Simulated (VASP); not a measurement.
A run of VASP 6.6.1 is set up as follows.

Contents of INCAR:

```
SYSTEM = BaTe
PREC = Accurate
ENCUT = 520
EDIFF = 1E-7
ISMEAR = 0
SIGMA = 0.1
LREAL = .FALSE.
LASPH = .TRUE.
NELM = 100
ALGO = Normal
ISIF = 2
LWAVE = .FALSE.
LCHARG = .FALSE.
GGA = PE
NBANDS = 24
```

KPOINTS

```
regular mesh
0
G
  4 4 4
  0 0 0
```

The input POSCAR:

```
BaTe
1.0
    0.0000000000      3.5333383813      3.5333383813
    3.5333383813      3.5333383813      0.0000000000
   -3.5333383813      7.0666767626     -3.5333383813
Ba Te
2 2
Direct
    0.7500000000      0.7500000000      0.7500000000
    0.2500000000      0.2500000000      0.2500000000
    0.0000000000      0.0000000000      0.0000000000
    0.5000000000      0.5000000000      0.5000000000
```

Potentials or basis: VASP PAW PBE potentials, release 64 (Ba_sv, Te).

The run is started by

```bash
$ cat potpaw_PBE.64/Ba_sv/POTCAR potpaw_PBE.64/Te/POTCAR > POTCAR
$ mpirun -np 1 vasp_std > vasp.out
```

(1) Estimate the pressure.

(2) Estimate the band gap on the k mesh.

## Answers

(1) 0.3 GPa.

(2) 1.58 eV.

Caveat: spin-orbit coupling is left out, which moves the levels of the heavy elements.
